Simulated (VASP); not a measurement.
Write the native input for VASP 6.6.1 that does the following.

- Task: relaxation of cell and atoms
- Functional: PBE
- Potentials or basis: VASP PAW PBE potentials, release 64 (Cd, S)
- Cutoff: 600 eV
- k mesh: 14 × 14 × 14
- Occupations: fermi-dirac, width 0.08 eV
- Spin: no spin polarisation
- Target pressure: 32 GPa
- Dipole correction: no
- Further INCAR settings: ALGO = Normal; EDIFF = 1e-06; IBRION = 2; EDIFFG = -0.005; NSW = 60; ISIF = 3

The structure of CdS (CsCl type) lies in POSCAR:

```
CdS
1.0
    3.1397824925      0.0000000000      0.0000000000
    0.0000000000      3.1397824925      0.0000000000
    0.0000000000      0.0000000000      3.1397824925
Cd S
1 1
Direct
    0.0000000000      0.0000000000      0.0000000000
    0.5000000000      0.5000000000      0.5000000000
```

One way to write it, as run:

INCAR

```
SYSTEM = CdS
PREC = Accurate
ENCUT = 600
EDIFF = 1E-6
ISMEAR = -1
SIGMA = 0.08
LREAL = .FALSE.
LASPH = .TRUE.
NELM = 80
ALGO = Normal
ISIF = 3
LWAVE = .FALSE.
LCHARG = .FALSE.
GGA = PE
IBRION = 2
NSW = 60
EDIFFG = -0.005
PSTRESS = 320.0
```

KPOINTS

```
regular mesh
0
G
  14 14 14
  0 0 0
```

Potentials or basis: VASP PAW PBE potentials, release 64 (Cd, S).

Run with:

```bash
$ cat potpaw_PBE.64/Cd/POTCAR potpaw_PBE.64/S/POTCAR > POTCAR
$ mpirun -np 1 vasp_std > vasp.out
```

It gave:

```
Relaxed volume                                             : 15.46 Å³/atom
Relaxed cell                                               : a = 3.139 Å, b = 3.139 Å, c = 3.139 Å, α = 90.00°, β = 90.00°, γ = 90.00°
Space group after relaxing (to 0.1 Å)                      : Pm-3m (No. 221)
Energy change on relaxing (the run minimises the enthalpy) : +3.1 meV/atom
Ionic steps                                                : 3
Pressure after relaxing                                    : 32.0 GPa
Band gap on the k mesh                                     : zero (bands 9 and 10 overlap by 0.92 eV)
```

Caveat: the cell is relaxed towards a set pressure, so the run minimises the enthalpy, not the energy.

Wall time 100 s on 1 thread of Intel(R) Xeon(R) Platinum 8259CL CPU @ 2.50GHz (Skylake/Cascade Lake), on a shared host, peak memory 0.21 GiB.
